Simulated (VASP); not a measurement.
A run of VASP 6.6.1:

INCAR

```
PREC = Accurate
ENCUT = 500
EDIFF = 1E-6
ISMEAR = 0
SIGMA = 0.1
LREAL = False
LASPH = True
NELM = 200
ALGO = Normal
ISIF = 2
LWAVE = False
LCHARG = False
GGA = PE
NBANDS = 36
GGA_COMPAT = False
LMAXMIX = 6
```

Contents of KPOINTS:

```
regular mesh
0
Gamma
  6 6 6
```

The input POSCAR:

```
Sr4TmSi
1.0
    2.9337046276      1.6937751564      8.4321067715
   -2.9337046276      1.6937751564      8.4321067715
    0.0000000000     -3.3875503129      8.4321067715
Sr Tm Si
4 1 1
Direct
    0.7050216417      0.7050216417      0.7050216417
    0.2949783583      0.2949783583      0.2949783583
    0.8787130534      0.8787130534      0.8787130534
    0.1212869466      0.1212869466      0.1212869466
    0.5000000000      0.5000000000      0.5000000000
    0.0000000000      0.0000000000      0.0000000000
```

Potentials or basis: VASP PAW PBE potentials, release 64 (Sr_sv, Tm_3, Si), 4f in core.

Command:

```sh
$ cat potpaw_PBE.64/Sr_sv/POTCAR potpaw_PBE.64/Tm_3/POTCAR potpaw_PBE.64/Si/POTCAR > POTCAR
$ mpirun -np 1 vasp_std > vasp.out
```

Hardware: 1 thread of Intel(R) Xeon(R) 6975P-C (Granite Rapids) (shared host).

Q: How long does it take, and how much memory?

A: It took 7.5 min on 1 thread of Intel(R) Xeon(R) 6975P-C (Granite Rapids), with other jobs on the host, peak memory 0.81 GiB. Counts: scf iterations 15, k points 32.
